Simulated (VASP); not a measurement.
Wanted: the native input for a VASP 6.6.1 run.

```
Task                   : single point
Functional             : PBE
Potentials or basis    : VASP PAW PBE potentials, release 64 (Ge_d, Sn_d)
Cutoff                 : 520 eV
k mesh                 : 6 × 6 × 2
Occupations            : fermi-dirac, width 0.02 eV
Spin                   : non-collinear spin, zero start, spin-orbit coupling
Starting moments       : [[0.0, 0.0, 0.0], [0.0, 0.0, 0.0], [0.0, 0.0, 0.0], [0.0, 0.0, 0.0], [0.0, 0.0, 0.0], [0.0, 0.0, 0.0]] μB
Dipole correction      : no
Further INCAR settings : ALGO = Normal; EDIFF = 1e-06; NBANDS = 100
```

The structure of Sn2Ge lies in POSCAR:

```
Sn2Ge
1.0
    4.4545878060      0.0000000000      0.0000000000
   -2.2272939030      3.8577862034      0.0000000000
    0.0000000000      0.0000000000     10.9318868037
Ge Sn
2 4
Direct
    0.6666666667      0.3333333333      0.5309644901
    0.3333333333      0.6666666667      0.4690355099
    0.3333333333      0.6666666667      0.2256414821
    0.0000000000      0.0000000000      0.8709647701
    0.0000000000      0.0000000000      0.1290352299
    0.6666666667      0.3333333333      0.7743585179
```

The input as run:

INCAR

```
PREC     = Accurate       # precision mode
ENCUT    = 520            # plane-wave cutoff, eV
EDIFF    = 1E-6           # SCF threshold, eV
ISMEAR   = -1             # smearing method
SIGMA    = 0.02           # smearing width, eV
LREAL    = F              # projectors in reciprocal space
LASPH    = T              # aspherical terms in the spheres
NELM     = 150            # most SCF steps
ALGO     = Normal         # electronic algorithm
ISIF     = 2              # what is computed and relaxed
LWAVE    = F              # write WAVECAR
LCHARG   = F              # write CHGCAR
MAGMOM   = 0 0 0 0 0 0 0 0 0 0 0 0 0 0 0 0 0 0 # initial moments
LORBIT   = 11             # projections on sites
LSORBIT  = T              # spin-orbit coupling
GGA_COMPAT= F            
LORBMOM  = T            
GGA      = PE             # functional
NBANDS   = 100            # bands
```

KPOINTS

```
Automatic mesh
0
Gamma
  6 6 2
```

Potentials or basis: VASP PAW PBE potentials, release 64 (Ge_d, Sn_d).

Command:

```console
$ cat potpaw_PBE.64/Ge_d/POTCAR potpaw_PBE.64/Sn_d/POTCAR > POTCAR
$ mpirun -np 1 vasp_ncl > vasp.out
```

It gave:

```json
{"Pressure": "1.8 GPa", "Largest force": "0.089 eV/Å", "Net moment": "0.00 μB per cell", "Valence electrons inside the program's atomic spheres": "Ge 12.23; Sn 12.38"}
```

Wall time 23 min on 1 thread of Oxide Virtual Turin-like Processor, on a shared host, peak memory 0.9 GiB.
